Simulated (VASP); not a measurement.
# AgCl in VASP: settings compared, part 2 of 2

VASP 6.6.1. Earlier steps stand in the parts before.

## 3. Single point, r2SCAN (shear xy strain -2.8%)

Contents of POSCAR:

```
AgCl
1.0
    4.5183985972     -0.0634835003      0.0000000000
   -2.3141776226      3.9447897198      0.0000000000
    0.0000000000      0.0000000000      5.7230261441
Ag Cl
2 2
Direct
    0.3349789168      0.6666006327      0.2500000000
    0.6650210832      0.3333993673      0.7500000000
    0.6591105266      0.3329635247      0.2500000000
    0.3408894734      0.6670364753      0.7500000000
```

Contents of INCAR.step1:

```
SYSTEM = AgCl
ALGO = Normal
EDIFF = 1E-4
ENCUT = 520
GGA = PE
ISMEAR = 0
LASPH = .TRUE.
LCHARG = .FALSE.
LREAL = .FALSE.
LWAVE = .TRUE.
NBANDS = 26
NELM = 100
PREC = Accurate
SIGMA = 0.01
```

Contents of INCAR.step2:

```
SYSTEM = AgCl
ALGO = Normal
EDIFF = 1E-6
ENCUT = 520
ISIF = 2
ISMEAR = 0
ISTART = 1
LASPH = .TRUE.
LCHARG = .FALSE.
LMIXTAU = .TRUE.
LREAL = .FALSE.
LWAVE = .FALSE.
METAGGA = R2SCAN
NBANDS = 26
NELM = 100
PREC = Accurate
SIGMA = 0.01
```

Contents of KPOINTS:

```
k-points
0
G
  6 6 4
  0 0 0
```

Potentials or basis: VASP PAW PBE potentials, release 64 (Ag, Cl).

On the command line:

```sh
> cat potpaw_PBE.64/Ag/POTCAR potpaw_PBE.64/Cl/POTCAR > POTCAR
> cp INCAR.step1 INCAR
> mpirun -np 1 vasp_std > vasp.out
> cp INCAR.step2 INCAR
> mpirun -np 1 vasp_std > vasp.out
```

OUTCAR:

```text
SYSTEM = AgCl
   EDIFF = 1E-6
   ENCUT = 520
   ISIF = 2
   ISMEAR = 0
   ISTART = 1
   LASPH = .TRUE.
   LREAL = .FALSE.
   METAGGA = R2SCAN
   NELM = 100
   PREC = Accurate

 ion  position               nearest neighbor table
   1  0.335  0.667  0.250-   3 2.61   3 2.61   3 2.61   4 2.86   4 2.86
   2  0.665  0.333  0.750-   4 2.61   4 2.61   4 2.61   3 2.86   3 2.86
   3  0.659  0.333  0.250-   1 2.61   1 2.61   1 2.61   2 2.86   2 2.86
   4  0.341  0.667  0.750-   2 2.61   2 2.61   2 2.61   1 2.86   1 2.86

  LATTYP: Found a simple monoclinic cell.
 ALAT       =     4.4635331380
 B/A-ratio  =     1.2821740014
 C/A-ratio  =     1.0123918445
 COS(beta)  =    -0.4815639114

  Lattice vectors:

 A1 = (   2.2042209746,   3.8813062195,   0.0000000000)
 A2 = (   0.0000000000,   0.0000000000,  -5.7230261441)
 A3 = (  -4.5183985972,   0.0634835003,   0.0000000000)

Analysis of symmetry for initial positions (statically):
=====================================================================
 Subroutine PRICEL returns:
 Original cell was already a primitive cell.

 Routine SETGRP: Setting up the symmetry group for a
 simple monoclinic supercell.

 Subroutine GETGRP returns: Found  4 space group operations
 (whereof  2 operations were pure point group operations)
 out of a pool of  4 trial point group operations.

The static configuration has the point symmetry S_2 .
 The point group associated with its full space group is C_2h.

Analysis of symmetry for dynamics (positions and initial velocities):
=====================================================================
 Subroutine PRICEL returns:
 Original cell was already a primitive cell.

 Routine SETGRP: Setting up the symmetry group for a
 simple monoclinic supercell.

 Subroutine GETGRP returns: Found  4 space group operations
 (whereof  2 operations were pure point group operations)
[... 123 lines left out ...]
   EFERMI_NEDOS =   21; number of points for ismear=-14 and -15
   IALGO  =     38    algorithm
   IMIX   =      4    mixing-type and parameters
     AMIX     =   0.40;   BMIX     =  1.00
     AMIX_MAG =   1.60;   BMIX_MAG =  1.00
  volume/ion in A,a.u.               =      25.29       170.68
  Fermi-wavevector in a.u.,A,eV,Ry     =   1.160101  2.192273 18.311185  1.345834
  Thomas-Fermi vector in A             =   2.296687
   LORBIT       =      0    0 simple, 1 ext, 2 COOP (PROOUT), +10 PAW based schemes
   METAGGA = R2SCAN    functional components
   LHFCALC =     F    Hartree Fock is set to
   AEXX    =    0.0000 exact exchange contribution
   IVDW    =     0    specifies the selected vdW correction
   LEPSILON=     F    determine dielectric tensor
   LRPA    =     F    only Hartree local field effects (RPA)
 non-spin polarized calculation
 Gauss-broadening in eV      SIGMA  =   0.01
  energy-cutoff  :      520.00
  volume of cell :      101.17
 maximum number of plane-waves:      2741
 NGX is ok and might be reduce to    36
   NGX = 17   NGY = 17   NGZ = 21

 number of electron      35.9999997 magnetization

 Free energy of the ion-electron system (eV)
  ---------------------------------------------------
  ext. energy  EPLUGINS =         0.00000000
  ---------------------------------------------------
  free energy    TOTEN  =       -57.13918498 eV

  energy without entropy =      -57.13918498  energy(sigma->0) =      -57.13918498

 E-fermi :   1.9176     XC(G=0):  -9.4055

 val. band max:        1.8435177729   @ k =   0.0000   0.0000   0.0000
 cond. band min:       3.5921170102   @ k =   0.0000   0.0000   0.0000
 fundamental gap:      1.7485992373
 Fermi energy:         1.9176407544

 k-point     1 :       0.0000    0.0000    0.0000
  band No.  band energies     occupation
      1     -13.6332      2.00000
      2     -13.2588      2.00000
      3      -2.4487      2.00000
      4      -2.3972      2.00000
      5      -2.2043      2.00000
      6      -2.1999      2.00000
[... 685 lines left out ...]
     25      11.7613      0.00000
     26      12.2575      0.00000

 [... further k-points ...]

------------------------ aborting loop because EDIFF is reached ----------------------------------------

  FORCE on cell =-STRESS in cart. coord.  units (eV):
  Direction    XX          YY          ZZ          XY          YZ          ZX
  --------------------------------------------------------------------------------------
  -------------------------------------------------------------------------------------
  Total       -0.0508354     -0.0467761     -0.0563164      0.0260853      0.0000000      0.0000000
  in kB       -0.8050757     -0.7407899     -0.8918794      0.4131114      0.0000000      0.0000000
  external PRESSURE =      -0.8125817 kB  Pullay stress =       0.0000000 kB

 VOLUME and BASIS-vectors are now :
 -----------------------------------------------------------------------------
  energy-cutoff  :      520.00
  volume of cell :      101.17
      direct lattice vectors                 reciprocal lattice vectors
     4.518398597 -0.063483500  0.000000000     0.223156677  0.130912982  0.000000000
    -2.314177623  3.944789720  0.000000000     0.003591260  0.255605719  0.000000000
     0.000000000  0.000000000  5.723026144     0.000000000  0.000000000  0.174732733

 POSITION                                       TOTAL-FORCE (eV/Angst)
 -----------------------------------------------------------------------------------
     -0.02906      2.60833      1.43076         0.003087     -0.000495      0.000000
      2.23328      1.27297      4.29227        -0.003087      0.000495      0.000000
      2.20759      1.27163      1.43076        -0.001070      0.000327      0.000000
     -0.00337      2.60968      4.29227         0.001070     -0.000327     -0.000000
 -----------------------------------------------------------------------------------
    total drift:                               -0.000000      0.000000     -0.000000

  FREE ENERGIE OF THE ION-ELECTRON SYSTEM (eV)
  ---------------------------------------------------
  free  energy   TOTEN  =       -57.1391849757 eV

  energy  without entropy=      -57.1391849757  energy(sigma->0) =      -57.13918498
```

OSZICAR.step1:

```text
N       E                     dE             d eps       ncg     rms          rms(c)
DAV:   1     0.237213979855E+03    0.23721E+03   -0.17293E+04  3120   0.126E+03
DAV:   2     0.354242664329E+01   -0.23367E+03   -0.22340E+03  3518   0.271E+02
DAV:   3    -0.110305640209E+02   -0.14573E+02   -0.14462E+02  3682   0.678E+01
DAV:   4    -0.112203200734E+02   -0.18976E+00   -0.18957E+00  3530   0.847E+00
DAV:   5    -0.112235747533E+02   -0.32547E-02   -0.32544E-02  3704   0.115E+00    0.825E+00
DAV:   6    -0.108471716603E+02    0.37640E+00   -0.68128E-01  3432   0.814E+00    0.562E+00
DAV:   7    -0.108445241655E+02    0.26475E-02   -0.32331E-01  3234   0.309E+00    0.238E+00
DAV:   8    -0.108418121750E+02    0.27120E-02   -0.15726E-02  3368   0.101E+00    0.450E-01
DAV:   9    -0.108424653344E+02   -0.65316E-03   -0.35040E-03  3356   0.512E-01    0.677E-02
DAV:  10    -0.108427244049E+02   -0.25907E-03   -0.22141E-04  2822   0.930E-02    0.436E-02
DAV:  11    -0.108428794164E+02   -0.15501E-03   -0.13209E-04  2708   0.615E-02    0.170E-02
DAV:  12    -0.108428838942E+02   -0.44778E-05   -0.67936E-06  2104   0.182E-02
   1 F= -.10842884E+02 E0= -.10842884E+02  d E =-.828863E-30
```

Wall time 5 min (1 thread of Intel Xeon 6975P-C (Granite Rapids), shared host); peak memory 0.33 GiB.

Results:

- Free energy: -57.1392 eV
- Pressure: -0.1 GPa
- Largest force: 0.003 eV/Å
- Band gap on the k mesh: 1.75 eV, direct

Forces in eV/Å, atoms in the order of the input:
```
Ag   0.003  0.000  0.000
Ag  -0.003  0.000  0.000
Cl  -0.001  0.000  0.000
Cl   0.001  0.000  0.000
```

Caveat: the cell differs from its parent crystal (shear xy strain -2.8%); the PAW data sets were made with another functional, which shifts forces and pressure a little.

## 4. Single point, r2SCAN (strain -1.5%)

Contents of POSCAR:

```
AgCl
1.0
    4.4524299777      0.0000000000      0.0000000000
   -2.2262149888      3.8559174693      0.0000000000
    0.0000000000      0.0000000000      5.6394699624
Ag Cl
2 2
Direct
    0.3333333333      0.6666666667      0.2500000000
    0.6666666667      0.3333333333      0.7500000000
    0.6666666667      0.3333333333      0.2500000000
    0.3333333333      0.6666666667      0.7500000000
```

Contents of INCAR.step1:

```
SYSTEM = AgCl
ALGO     = Normal         ! electronic algorithm
EDIFF    = 1E-4           ! SCF threshold, eV
ENCUT    = 520            ! plane-wave cutoff, eV
GGA      = PE             ! functional
ISMEAR   = 0              ! smearing method
LASPH    = .True.         ! aspherical terms in the spheres
LCHARG   = .False.        ! write CHGCAR
LREAL    = .False.        ! projectors in reciprocal space
LWAVE    = .True.         ! write WAVECAR
NBANDS   = 26             ! bands
NELM     = 100            ! most SCF steps
PREC     = Accurate       ! precision mode
SIGMA    = 0.01           ! smearing width, eV
```

Contents of INCAR.step2:

```
SYSTEM = AgCl
ALGO     = Normal         ! electronic algorithm
EDIFF    = 1E-7           ! SCF threshold, eV
ENCUT    = 520            ! plane-wave cutoff, eV
ISIF     = 2              ! what is computed and relaxed
ISMEAR   = 0              ! smearing method
ISTART   = 1            
LASPH    = .True.         ! aspherical terms in the spheres
LCHARG   = .False.        ! write CHGCAR
LMIXTAU  = .True.       
LREAL    = .False.        ! projectors in reciprocal space
LWAVE    = .False.        ! write WAVECAR
METAGGA  = R2SCAN         ! meta-GGA
NBANDS   = 26             ! bands
NELM     = 100            ! most SCF steps
PREC     = Accurate       ! precision mode
SIGMA    = 0.01           ! smearing width, eV
```

Contents of KPOINTS:

```
k-points
0
Gamma
  6 6 4
  0 0 0
```

On the command line:

```sh
> cat potpaw_PBE.64/Ag/POTCAR potpaw_PBE.64/Cl/POTCAR > POTCAR
> cp INCAR.step1 INCAR
> mpirun -np 1 vasp_std > vasp.out
> cp INCAR.step2 INCAR
> mpirun -np 1 vasp_std > vasp.out
```

Run time: 2.1 min. Hardware: 1 thread of Intel Xeon 6975P-C (Granite Rapids), shared host; peak memory 0.25 GiB.

The run converged. Its results:

```yaml
Free_energy: -57.1138 eV
Pressure: 1.9 GPa
Band_gap_on_the_k_mesh: 1.74 eV, indirect (least direct gap 1.75 eV)
```

Stress tensor (GPa, compression positive):
```
1.96 0.00 0.00
0.00 1.96 0.00
0.00 0.00 1.74
```

Levels at points of the mesh, in eV from the valence-band top:
| k point | band 16 | band 17 | band 18 | band 19 | band 20 | band 21 |
| --- | --- | --- | --- | --- | --- | --- |
| (0.00, 0.00, 0.00) | -0.32 | -0.01 | -0.01 | 1.74 | 3.51 | 7.89 |
| (0.50, 0.00, 0.00) | -1.49 | -1.47 | -1.10 | 4.63 | 4.83 | 6.48 |
| (0.00, 0.00, 0.50) | -0.12 | -0.12 | -0.12 | 3.89 | 3.89 | 7.78 |
| (0.50, 0.00, 0.50) | -1.21 | -0.13 | -0.13 | 5.24 | 5.24 | 6.88 |

Caveat: the cell differs from its parent crystal (strain -1.5%); the PAW data sets were made with another functional, which shifts forces and pressure a little.

## 5. Single point, PBE (strain -1.5%)

Contents of INCAR:

```
SYSTEM = AgCl
ALGO = Normal ; EDIFF = 1E-6
ENCUT = 520 ; GGA = PE
ISIF = 2 ; ISMEAR = -1
LASPH = .TRUE. ; LCHARG = .FALSE.
LREAL = .FALSE. ; LWAVE = .FALSE.
NBANDS = 26 ; NELM = 100
PREC = Accurate ; SIGMA = 0.02
```

Contents of KPOINTS:

```
k-points
0
G
  6 6 4
  0 0 0
```

POSCAR is that of step 4.

Potentials or basis: VASP PAW PBE potentials, release 64 (Ag, Cl).

On the command line:

```sh
> cat potpaw_PBE.64/Ag/POTCAR potpaw_PBE.64/Cl/POTCAR > POTCAR
> mpirun -np 1 vasp_std > vasp.out
```

OUTCAR:

```text
SYSTEM = AgCl
   EDIFF = 1E-6
   ENCUT = 520
   GGA = PE
   ISIF = 2
   ISMEAR = -1
   LASPH = .TRUE.
   LREAL = .FALSE.
   NELM = 100
   PREC = Accurate

 ion  position               nearest neighbor table
   1  0.333  0.667  0.250-   3 2.57   3 2.57   3 2.57   4 2.82   4 2.82
   2  0.667  0.333  0.750-   4 2.57   4 2.57   4 2.57   3 2.82   3 2.82
   3  0.667  0.333  0.250-   1 2.57   1 2.57   1 2.57   2 2.82   2 2.82
   4  0.333  0.667  0.750-   2 2.57   2 2.57   2 2.57   1 2.82   1 2.82

  LATTYP: Found a hexagonal cell.
 ALAT       =     4.4524299777
 C/A-ratio  =     1.2666049754

  Lattice vectors:

 A1 = (   4.4524299777,   0.0000000000,   0.0000000000)
 A2 = (  -2.2262149888,   3.8559174693,   0.0000000000)
 A3 = (   0.0000000000,   0.0000000000,   5.6394699624)

Analysis of symmetry for initial positions (statically):
=====================================================================
 Subroutine PRICEL returns:
 Original cell was already a primitive cell.

 Routine SETGRP: Setting up the symmetry group for a
 hexagonal supercell.

 Subroutine GETGRP returns: Found 24 space group operations
 (whereof 12 operations were pure point group operations)
[... 167 lines left out ...]

 val. band max:        2.5983649975   @ k =   0.3333   0.3333   0.5000
 cond. band min:       3.9415038009   @ k =   0.0000   0.0000   0.0000
 fundamental gap:      1.3431388034
 Fermi energy:         3.0583174424

 k-point     1 :       0.0000    0.0000    0.0000
  band No.  band energies     occupation
      1     -12.4678      2.00000
      2     -12.0446      2.00000
      3      -1.8299      2.00000
      4      -1.8299      2.00000
      5      -1.5973      2.00000
      6      -1.5973      2.00000
[... 598 lines left out ...]
     25      11.9739      0.00000
     26      11.9739      0.00000

------------------------ aborting loop because EDIFF is reached ----------------------------------------

  FORCE on cell =-STRESS in cart. coord.  units (eV):
  Direction    XX          YY          ZZ          XY          YZ          ZX
  --------------------------------------------------------------------------------------
  -------------------------------------------------------------------------------------
  Total        1.8144234      1.8144234      1.9668256      0.0000000      0.0000000      0.0000000
  in kB       30.0252132     30.0252132     32.5471771      0.0000000      0.0000000      0.0000000
  external PRESSURE =      30.8658679 kB  Pullay stress =       0.0000000 kB

 VOLUME and BASIS-vectors are now :
 -----------------------------------------------------------------------------
  energy-cutoff  :      520.00
  volume of cell :       96.82
      direct lattice vectors                 reciprocal lattice vectors
     4.452429978  0.000000000  0.000000000     0.224596457  0.129670825  0.000000000
    -2.226214989  3.855917469  0.000000000     0.000000000  0.259341650  0.000000000
     0.000000000  0.000000000  5.639469962     0.000000000  0.000000000  0.177321629

 POSITION                                       TOTAL-FORCE (eV/Angst)
 -----------------------------------------------------------------------------------
     -0.00000      2.57061      1.40987         0.000000     -0.000000     -0.000000
      2.22621      1.28531      4.22960        -0.000000      0.000000     -0.000000
      2.22621      1.28531      1.40987        -0.000000      0.000000      0.000000
     -0.00000      2.57061      4.22960         0.000000     -0.000000      0.000000
 -----------------------------------------------------------------------------------
    total drift:                               -0.000000      0.000000      0.000000

  FREE ENERGIE OF THE ION-ELECTRON SYSTEM (eV)
  ---------------------------------------------------
  free  energy   TOTEN  =       -10.7853676335 eV

  energy  without entropy=      -10.7853676335  energy(sigma->0) =      -10.78536763
```

stdout:

```text
POSCAR found type information on POSCAR AgCl
 POSCAR found :  2 types and       4 ions
 scaLAPACK will be used
 LDA part: xc-table for (Slater+PW92), standard interpolation
 POSCAR, INCAR and KPOINTS ok, starting setup
 FFT: planning ... GRIDC
 FFT: planning ... GRID_SOFT
 FFT: planning ... GRID
 WAVECAR not read
 entering main loop
```

Run time: 35 s. Hardware: 1 thread of Intel Xeon 6975P-C (Granite Rapids), shared host; peak memory 0.23 GiB.

Results:

- Free energy: -10.7854 eV
- Pressure: 3.1 GPa
- Band gap on the k mesh: 1.34 eV, indirect (least direct gap 1.37 eV)

Stress tensor (GPa, compression positive):
```
3.00 0.00 0.00
0.00 3.00 0.00
0.00 0.00 3.25
```

Levels at points of the mesh, in eV from the valence-band top:
| k point | band 14 | band 15 | band 16 | band 17 | band 18 | band 19 | band 20 | band 21 | band 22 | band 23 |
| --- | --- | --- | --- | --- | --- | --- | --- | --- | --- | --- |
| (0.00, 0.00, 0.00) | -1.67 | -0.34 | -0.34 | -0.02 | -0.02 | 1.34 | 3.01 | 7.39 | 7.39 | 8.47 |
| (0.50, 0.00, 0.00) | -1.55 | -1.51 | -1.49 | -1.48 | -1.10 | 4.11 | 4.37 | 6.21 | 7.48 | 8.77 |
| (0.00, 0.00, 0.50) | -1.07 | -0.13 | -0.13 | -0.13 | -0.13 | 3.52 | 3.52 | 7.27 | 7.27 | 7.27 |
| (0.50, 0.00, 0.50) | -1.72 | -1.21 | -1.21 | -0.14 | -0.14 | 4.83 | 4.83 | 6.35 | 6.35 | 7.78 |

Caveat: the cell differs from its parent crystal (strain -1.5%).

## 6. Overview

| level | cell | smearing | gap on the mesh (eV) | pressure (GPa) |
| --- | --- | --- | --- | --- |
| PBE | a = 4.519, b = 4.573, c = 5.723 Å, angles 90.0, 90.0, 121.2°, 4 atoms | fermi-dirac 0.02 eV | 1.36 | 1.1 |
| r2SCAN | a = 4.519, b = 4.573, c = 5.723 Å, angles 90.0, 90.0, 121.2°, 4 atoms | gaussian 0.01 eV | 1.75 | -0.1 |
| r2SCAN | a = 4.452, b = 4.452, c = 5.639 Å, angles 90.0, 90.0, 120.0°, 4 atoms | gaussian 0.01 eV | 1.74 | 1.9 |
| PBE | a = 4.452, b = 4.452, c = 5.639 Å, angles 90.0, 90.0, 120.0°, 4 atoms | fermi-dirac 0.02 eV | 1.34 | 3.1 |

Alike in all rows: task single point; potentials or basis VASP PAW PBE potentials, release 64 (Ag, Cl); no spin polarisation; k mesh 6 × 6 × 4; cutoff (eV) 520.

Caveats: the PAW data sets were made with another functional, which shifts forces and pressure a little (some runs).

Total energies depend on the potentials used, so only differences within one code and one set of settings carry meaning.
